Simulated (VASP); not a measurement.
Write the native input for VASP 6.6.1 that does the following.

```
Task                   : relaxation of cell and atoms
Functional             : PBE
Potentials or basis    : VASP PAW PBE potentials, release 64 (Nb_sv, C)
Cutoff                 : 600 eV
k mesh                 : 12 × 12 × 12
Occupations            : gaussian, width 0.1 eV
Spin                   : no spin polarisation
Dipole correction      : no
Further INCAR settings : ALGO = Normal; EDIFF = 1e-06; IBRION = 2; EDIFFG = -0.01; NSW = 100; ISIF = 3
```

The structure of NbC2 lies in POSCAR:

```
NbC2
1.0
    2.1505512743      1.2416213571      1.8957301167
   -2.1505512743      1.2416213571      1.8957301167
    0.0000000000     -2.4832427143      1.8957301167
Nb C
1 2
Direct
    0.5000000000      0.5000000000      0.5000000000
    0.1181481989      0.1181481989      0.1181481989
    0.8818518011      0.8818518011      0.8818518011
```

These files were run (other wordings do the same):

INCAR

```
SYSTEM = NbC2
PREC = Accurate ; ENCUT = 600
EDIFF = 1E-6 ; ISMEAR = 0
SIGMA = 0.1 ; LREAL = .FALSE.
LASPH = .TRUE. ; NELM = 100
ALGO = Normal ; ISIF = 3
LWAVE = .FALSE. ; LCHARG = .FALSE.
GGA = PE ; IBRION = 2
NSW = 100 ; EDIFFG = -0.01
```

KPOINTS

```
Automatic mesh
0
G
  12 12 12
  0 0 0
```

Potentials or basis: VASP PAW PBE potentials, release 64 (Nb_sv, C).

Run with:

```bash
$ cat potpaw_PBE.64/Nb_sv/POTCAR potpaw_PBE.64/C/POTCAR > POTCAR
$ mpirun -np 1 vasp_std > vasp.out
```

It gave:

* Relaxed volume: 10.12 Å³/atom
* Relaxed cell: a = 3.123 Å, b = 3.123 Å, c = 3.123 Å, α = 87.05°, β = 87.05°, γ = 87.05°
* Space group after relaxing (to 0.05 Å): R-3m (No. 166)
* Energy gained by relaxing: 0.1 meV/atom
* Ionic steps: 3
* Pressure after relaxing: 0.1 GPa
* Largest force after relaxing: 0.003 eV/Å

Wall time 2 min on 1 thread of Intel(R) Xeon(R) Platinum 8488C (Sapphire Rapids), on a shared host, peak memory 0.23 GiB.
